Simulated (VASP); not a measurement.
AgBr, 2 atoms in the cell. The structure is cubic, space group Fm-3m (No. 225). The conventional cell has a = 5.740 Å, b = 5.740 Å, c = 5.740 Å, α = 90.00°, β = 90.00°, γ = 90.00°. Ag (site symmetry m-3m) has 6 Br at 2.87 Å within 3.8 Å. Within 3.8 Å of Br (site symmetry m-3m) lie 6 Ag at 2.87 Å. 

| Quantity | Value |
| --- | --- |
| Program | VASP 6.6.1 |
| Task | relaxation of the atoms |
| Functional | PBE |
| Potentials or basis | VASP PAW PBE potentials, release 64 (Ag, Br) |
| Cutoff | 450 eV |
| k mesh | 9 × 9 × 9 |
| Occupations | fermi-dirac, width 0.03 eV |
| Spin | no spin polarisation |
| Dipole correction | no |
| Further INCAR settings | ALGO = Normal; EDIFF = 1e-07; IBRION = 2; EDIFFG = -0.01; NSW = 50 |

Potentials or basis: VASP PAW PBE potentials, release 64 (Ag, Br).

The run is started by

```console
$ cat potpaw_PBE.64/Ag/POTCAR potpaw_PBE.64/Br/POTCAR > POTCAR
$ mpirun -np 1 vasp_std > vasp.out
```

Hardware: 1 thread of Intel(R) Xeon(R) 6975P-C (Granite Rapids), with other jobs on the host.

Problem. How long does it take, and how much memory?

Solution. Wall time 8.3 s on 1 thread of Intel(R) Xeon(R) 6975P-C (Granite Rapids), on a shared host, peak memory 0.16 GiB. Counts: scf iterations 13, k points 35, ion steps 1.
